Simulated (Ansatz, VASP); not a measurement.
## C: VASP beside Ansatz

```
C
1.0
     2.47000    0.00000    0.00000
    -1.23500    2.13908    0.00000
     0.00000    0.00000    6.79000
C
4
Direct
  0.00000 0.00000 0.00250
  0.00000 0.00000 0.50250
  0.33333 0.66667 0.00250
  0.66667 0.33333 0.50250
```

Alike in both runs: functional PBE; k mesh 15 × 15 × 5; occupations fermi-dirac, width 0.05 eV; no spin polarisation.

Ansatz relaxed the structure, and its values are those at the end. VASP's run is a single point on that final structure, the one shown.

```csv
,VASP,Ansatz
version,VASP 6.6.1,Ansatz 0.2.0
potentials or method,"VASP PAW PBE potentials, release 64 (C)","plane-wave PAW, scalar-relativistic"
plane-wave cutoff (eV),520,420
valence electrons in the cell,16,16
```

VASP gave:

- pressure (GPa): 0.1

Question: Estimate Ansatz's values.

Answer: Pressure (GPa): -0.3.

Ansatz's warnings: stress scf threshold loose.
